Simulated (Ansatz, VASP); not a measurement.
SrCl2 in VASP and in Ansatz

INCAR

```
SYSTEM = SrCl2
PREC = Accurate
ENCUT = 520
EDIFF = 1E-7
ISMEAR = -1
SIGMA = 0.01
LREAL = .False.
LASPH = .True.
NELM = 80
ALGO = Normal
ISIF = 2
LWAVE = .False.
LCHARG = .False.
GGA = CA
NBANDS = 19
```

File KPOINTS:

```
regular mesh
0
Gamma
  8 8 8
  0 0 0
```

File POSCAR:

```
SrCl2
1.0
    0.0000000000      3.4738427223      3.4738427223
    3.4738427223      0.0000000000      3.4738427223
    3.4738427223      3.4738427223      0.0000000000
Sr Cl
1 2
Direct
    0.0000000000      0.0000000000      0.0000000000
    0.2500000000      0.2500000000      0.2500000000
    0.7500000000      0.7500000000      0.7500000000
```

Input for Ansatz:

```yaml
crystal:
  lattice:
    - [0.0, 3.4738427223, 3.4738427223]
    - [3.4738427223, 0.0, 3.4738427223]
    - [3.4738427223, 3.4738427223, 0.0]
  atoms:
    - { symbol: Sr, position: [0.0, 0.0, 0.0] }
    - { symbol: Cl, position: [0.25, 0.25, 0.25] }
    - { symbol: Cl, position: [0.75, 0.75, 0.75] }
kpoints:
  mp_grid: { grid: [8, 8, 8] }
  band_path:
    path:
      - [0.0, 0.0, 0.0]
      - [0.5, 0.0, 0.5]
      - [0.625, 0.25, 0.625]
      - [0.375, 0.375, 0.75]
      - [0.0, 0.0, 0.0]
      - [0.5, 0.5, 0.5]
      - [0.5, 0.25, 0.75]
      - [0.5, 0.0, 0.5]
    npoints: 5
scf:
  occupations: { method: fermi_dirac, width: 0.01 }
hamiltonian:
  xc: lda
  pseudopotentials: { kind: all_electron, lapw: { basis_error: 0.001 } }
output:
  forces: true
  stress: true
  eigenvalues: true
```

Change from the starting cell: volume scaled by 0.99.

Alike in both runs: task single point; functional LDA; k mesh 8 × 8 × 8; occupations fermi-dirac, width 0.01 eV; no spin polarisation.

|  | VASP | Ansatz |
| --- | --- | --- |
| version | VASP 6.6.1 | Ansatz 0.2.0 |
| potentials or method | VASP PAW LDA potentials, release 64 (Sr_sv, Cl), cutoff 520 eV | all-electron LAPW, scalar-relativistic |

Ansatz gave:

| Quantity | Value |
| --- | --- |
| gap on the k mesh at the Fermi level (eV) | 4.93 |
| pressure (GPa) | -2.4 |

Problem. Which values does VASP return?

Solution. gap on the k mesh at the Fermi level (eV): 4.93; pressure (GPa): -2.3.

LDA's correlation is that of Perdew and Zunger in VASP and of Perdew and Wang (1992) in Ansatz. Ansatz ran all-electron here, and VASP with PAW potentials.
